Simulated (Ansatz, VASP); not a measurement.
This is a calculation of MnS for Ansatz 0.2.0.

The input input.yaml:

```yaml
crystal:
  lattice:
    - [0.0, 2.6045, 2.6045]
    - [2.6045, 0.0, 2.6045]
    - [2.6045, 2.6045, 0.0]
  atoms:
    - { symbol: Mn, position: [0.0, 0.0, 0.0], spin: 4.0 }
    - { symbol: S, position: [0.5, 0.5, 0.5] }
hamiltonian:
  xc:
    exchange: pbe
    correlation: pbe
    exx: { coeff: 0.5, omega: 0.2078699 }
  pseudopotentials: { kind: paw }
magnetization:
  spin_polarized: true
kpoints:
  mp_grid: { grid: [5, 5, 5] }
scf:
  occupations: { method: fermi_dirac, width: 0.05 }
output:
  forces: true
  stress: true
  eigenvalues: true
```

Potentials or basis: Ansatz PAW.

Launch:

```console
$ ansatz run input.yaml --threads 2 --pin off --max-ram 5632MiB --backend cpu --events-out ev --progress --plain --runs-dir out
```

Q: Set up the same calculation for VASP 6.6.1. Potentials there: VASP PAW PBE potentials, release 64 (Mn_pv, S).

A: As run (the cutoff follows the program's own potentials):

Contents of POSCAR:

```
MnS
1.0
    0.0000000000      2.6045000000      2.6045000000
    2.6045000000      0.0000000000      2.6045000000
    2.6045000000      2.6045000000      0.0000000000
Mn S
1 1
Direct
    0.0000000000      0.0000000000      0.0000000000
    0.5000000000      0.5000000000      0.5000000000
```

The input INCAR.step1:

```
PREC = Accurate ; ENCUT = 400
EDIFF = 1E-5 ; ISMEAR = -1
SIGMA = 0.05 ; LREAL = False
LASPH = True ; NELM = 200
ALGO = Normal ; ISIF = 2
LWAVE = True ; LCHARG = False
ISPIN = 2 ; MAGMOM = 4 0
LORBIT = 11 ; LMAXMIX = 4
GGA = PE ; NBANDS = 20
GGA_COMPAT = False
```

The input INCAR.step2:

```
PREC = Accurate ; ENCUT = 400
EDIFF = 1E-6 ; ISMEAR = -1
SIGMA = 0.05 ; LREAL = False
LASPH = True ; NELM = 200
ALGO = Normal ; ISIF = 2
LWAVE = False ; LCHARG = False
ISPIN = 2 ; MAGMOM = 4 0
LORBIT = 11 ; LMAXMIX = 4
GGA = PE ; LHFCALC = True
AEXX = 0.5 ; HFSCREEN = 0.2078699
PRECFOCK = Normal ; ISTART = 1
NBANDS = 20 ; GGA_COMPAT = False
```

File KPOINTS:

```
Automatic mesh
0
Gamma
  5 5 5
```

Potentials or basis: VASP PAW PBE potentials, release 64 (Mn_pv, S).

Launch:

```console
$ cat potpaw_PBE.64/Mn_pv/POTCAR potpaw_PBE.64/S/POTCAR > POTCAR
$ cp INCAR.step1 INCAR
$ mpirun -np 1 vasp_std > vasp.out
$ cp INCAR.step2 INCAR
$ mpirun -np 1 vasp_std > vasp.out
```

Both were run:

|  | VASP | Ansatz | Ansatz less VASP |
| --- | --- | --- | --- |
| gap on the k mesh at the Fermi level (eV) | 2.95 | 2.95 | -0.006 |
| least direct gap on the mesh (eV) | 5.46 | 5.47 | +0.009 |
| pressure (GPa) | 1.7 | 2.3 | +0.62 |
| net moment per atom (μB) | 2.50 | 2.50 | -0.002 |
| size of the moment on the site where the two differ most (μB) | 4.64 | 4.60 | -0.039 |

VASP's potentials were made for PBE, not for PBE-based screened hybrid. Site moments also hang on the region over which each program counts them. VASP's potentials hold 19 valence electrons a cell and Ansatz's 21, so a difference there can come from the potentials and not from the codes.

Noted on Ansatz's run: the magnetic or orbital state may not be the lowest; odd divisions of the mesh miss points on the zone boundary, where band edges often lie, so the gap on the mesh can be too wide.
